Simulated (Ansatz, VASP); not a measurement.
One calculation of HfO2, two programs

INCAR

```
SYSTEM = HfO2
PREC = Accurate ; ENCUT = 520
EDIFF = 1E-7 ; ISMEAR = 0
SIGMA = 0.05 ; LREAL = .False.
LASPH = .True. ; NELM = 60
ALGO = Normal ; ISIF = 2
LWAVE = .False. ; LCHARG = .False.
GGA = PS ; NBANDS = 31
```

Contents of KPOINTS:

```
regular mesh
0
Gamma
  6 6 6
  0 0 0
```

File POSCAR:

```
HfO2
1.0
    0.0000000000     -2.5220673945     -2.5220673945
    0.0000000000      2.5220673945     -2.5220673945
    5.0441347890      0.0000000000      0.0000000000
Hf O
2 4
Direct
    0.0000000000      0.0000000000      0.0000000000
    0.5000000000      0.5000000000      0.5000000000
    0.0000000000      0.5000000000      0.7339813955
    0.5000000000      0.0000000000      0.2660186045
    0.0000000000      0.5000000000      0.2339813955
    0.5000000000      0.0000000000      0.7660186045
```

Input for Ansatz:

```yaml
crystal:
  lattice:
    - [0.0, -2.5220673945, -2.5220673945]
    - [0.0, 2.5220673945, -2.5220673945]
    - [5.044134789, 0.0, 0.0]
  atoms:
    - { symbol: Hf, position: [0.0, 0.0, 0.0] }
    - { symbol: Hf, position: [0.5, 0.5, 0.5] }
    - { symbol: O, position: [0.0, 0.5, 0.7339813955] }
    - { symbol: O, position: [0.5, 0.0, 0.2660186045] }
    - { symbol: O, position: [0.0, 0.5, 0.2339813955] }
    - { symbol: O, position: [0.5, 0.0, 0.7660186045] }
basis:
  ecutwfc: 520.0
kpoints:
  mp_grid: { grid: [6, 6, 6] }
hamiltonian:
  xc: pbesol
  pseudopotentials: { kind: paw, azcp: { folder: soft_1 } }
scf:
  occupations: { method: gaussian, width: 0.05 }
output:
  forces: true
  stress: true
  eigenvalues: true
```

Change from the starting cell: mode 1 frozen in at -0.081 Å and mode 5 at +0.000 Å (largest displacements).

Alike in both runs: task single point; functional PBEsol; k mesh 6 × 6 × 6; occupations gaussian, width 0.05 eV; no spin polarisation.

|  | VASP | Ansatz |
| --- | --- | --- |
| version | VASP 6.6.1 | Ansatz 0.2.0 |
| potentials or method | VASP PAW PBE potentials, release 64 (Hf_pv, O), cutoff 520 eV | scalar-relativistic, plane waves, PAW |
| valence electrons in the cell | 44 | 76 |

VASP gave:

- gap on the k mesh at the Fermi level (eV): 3.90
- least direct gap on the mesh (eV): 3.90
- pressure (GPa): -3.2
- traceless stress, the component that is largest in VASP (GPa): 0.90
- rms of the force components (eV/Å): 0.092

**Question.** What did Ansatz give for the same quantities?

**Answer.** gap on the k mesh at the Fermi level (eV): 3.88; least direct gap on the mesh (eV): 3.88; pressure (GPa): 0.6; traceless stress, the component that is largest in VASP (GPa): 0.88; rms of the force components (eV/Å): 0.088.

VASP's potentials were made for PBE, not for PBEsol, and Ansatz warns of the same on its side. Atom by atom the forces differ by 0.005 eV/Å (rms over components). VASP's potentials hold 44 valence electrons a cell and Ansatz's 76, so a difference there can come from the potentials and not from the codes.

Neither program's run includes spin-orbit coupling.
